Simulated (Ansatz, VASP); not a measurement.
One calculation of P, two programs

```
P
1.0
     4.47535    0.00000    0.00000
    -2.23767    3.87577    0.00000
     0.00000    0.00000    2.49916
P
3
Direct
  0.00000 0.00000 0.00000
  0.33333 0.66667 0.50000
  0.66667 0.33333 0.50000
```

Alike in both runs: functional r2SCAN; k mesh 8 × 8 × 12; occupations fermi-dirac, width 0.1 eV; no spin polarisation.

Ansatz relaxed the structure, and its values are those at the end. VASP's run is a single point on that final structure, the one shown.

```csv
,VASP,Ansatz
version,VASP 6.6.1,Ansatz 0.2.0
potentials or method,"VASP PAW PBE potentials, release 64 (P), cutoff 550 eV","plane waves (500 eV) with PAW, scalar-relativistic"
valence electrons in the cell,15,15
```

Ansatz gave:

- pressure (GPa): 0.0

**Question.** Estimate VASP's values.

**Answer.** Pressure (GPa): -0.2.

VASP's potentials were made for PBE, not for r2SCAN.
